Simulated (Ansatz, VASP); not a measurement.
**Two plane-wave programs on CsSnBr3**

The input POSCAR:

```
CsSnBr3
1.0
    5.8411484913      0.0000000000      0.0000000000
    0.0000000000      5.8411484913      0.0000000000
    0.0000000000      0.0000000000      5.8411484913
Cs Sn Br
1 1 3
Direct
    0.0000000000      0.0000000000      0.0000000000
    0.5000000000      0.5000000000      0.5000000000
    0.5000000000      0.5000000000      0.0000000000
    0.5000000000      0.0000000000      0.5000000000
    0.0000000000      0.5000000000      0.5000000000
```

Contents of INCAR.step1:

```
SYSTEM = CsSnBr3
ALGO = Normal ; EDIFF = 1E-5
ENCUT = 400 ; GGA = PE
GGA_COMPAT = .FALSE. ; ISIF = 2
ISMEAR = 0 ; KPAR = 4
LASPH = .TRUE. ; LCHARG = .FALSE.
LREAL = .FALSE. ; LWAVE = .TRUE.
NBANDS = 30 ; NELM = 120
PREC = Accurate ; SIGMA = 0.01
```

The input INCAR.step2:

```
SYSTEM = CsSnBr3
AEXX = 0.25 ; ALGO = Normal
EDIFF = 1E-6 ; ENCUT = 400
GGA = PE ; GGA_COMPAT = .FALSE.
ISIF = 2 ; ISMEAR = 0
ISTART = 1 ; KPAR = 4
LASPH = .TRUE. ; LCHARG = .FALSE.
LHFCALC = .TRUE. ; LREAL = .FALSE.
LWAVE = .FALSE. ; NBANDS = 30
NELM = 120 ; PREC = Accurate
PRECFOCK = Normal ; SIGMA = 0.01
```

The input KPOINTS:

```
k-points
0
G
  4 4 4
  0 0 0
```

Input for Ansatz:

```yaml
crystal:
  lattice:
    - [5.8411484913, 0.0, 0.0]
    - [0.0, 5.8411484913, 0.0]
    - [0.0, 0.0, 5.8411484913]
  atoms:
    - { symbol: Cs, position: [0.0, 0.0, 0.0] }
    - { symbol: Sn, position: [0.5, 0.5, 0.5] }
    - { symbol: Br, position: [0.5, 0.5, 0.0] }
    - { symbol: Br, position: [0.5, 0.0, 0.5] }
    - { symbol: Br, position: [0.0, 0.5, 0.5] }
kpoints:
  mp_grid: { grid: [4, 4, 4] }
  band_path:
    path: [[0.0, 0.0, 0.0], [0.0, 0.5, 0.0], [0.5, 0.5, 0.0], [0.5, 0.5, 0.5]]
    npoints: 1
hamiltonian:
  xc: pbe0
scf:
  occupations: { method: fixed }
  n_extra_bands: 5
output:
  forces: true
  stress: true
  eigenvalues: true
```

Alike in both runs: task single point; functional PBE0; k mesh 4 × 4 × 4; no spin polarisation.

|  | VASP | Ansatz |
| --- | --- | --- |
| version | VASP 6.6.1 | Ansatz 0.2.0 |
| potentials or method | VASP PAW PBE potentials, release 64 (Cs_sv, Sn_d, Br) | plane waves, PAW |
| plane-wave cutoff (eV) | 400 | 420 |
| occupations | gaussian, width 0.01 eV | fixed |
| valence electrons in the cell | 44 | 44 |

```csv
,VASP,Ansatz,Ansatz less VASP
gap on the k mesh at the Fermi level (eV),1.56,1.53,-0.031
pressure (GPa),0.3,0.3,+0.06
```

Ansatz's warnings: stress exchange threshold loose, stress scf threshold loose.

Neither program's run includes spin-orbit coupling.
